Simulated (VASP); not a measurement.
Input of a VASP 6.6.1 run:

The input INCAR:

```
SYSTEM = Nb
PREC = Accurate
ENCUT = 520
EDIFF = 1E-6
ISMEAR = -1
SIGMA = 0.1
LREAL = .FALSE.
LASPH = .TRUE.
NELM = 100
ALGO = Normal
ISIF = 2
LWAVE = .FALSE.
LCHARG = .FALSE.
GGA = RP
NBANDS = 20
```

KPOINTS

```
Automatic mesh
0
G
  10 10 10
  0 0 0
```

The input POSCAR:

```
Nb
1.0
    0.0000000000      3.0993955569      3.0993955569
    3.0993955569      0.0000000000      3.0993955569
    3.0993955569      3.0993955569      0.0000000000
Nb
2
Direct
    0.1250000000      0.1250000000      0.1250000000
    0.8750000000      0.8750000000      0.8750000000
```

Potentials or basis: VASP PAW PBE potentials, release 64 (Nb_sv).

The run is started by

```bash
$ cat potpaw_PBE.64/Nb_sv/POTCAR > POTCAR
$ mpirun -np 1 vasp_std > vasp.out
```

Task: What does it give for the band gap on the k mesh?

Result: Zero (band 13 reaches 5.78 eV, above the bottom of band 14 at 4.83 eV).

Task: What does it give for the pressure?

Result: -5.5 GPa.

Caveat: the PAW data sets were made with another functional, which shifts forces and pressure a little.
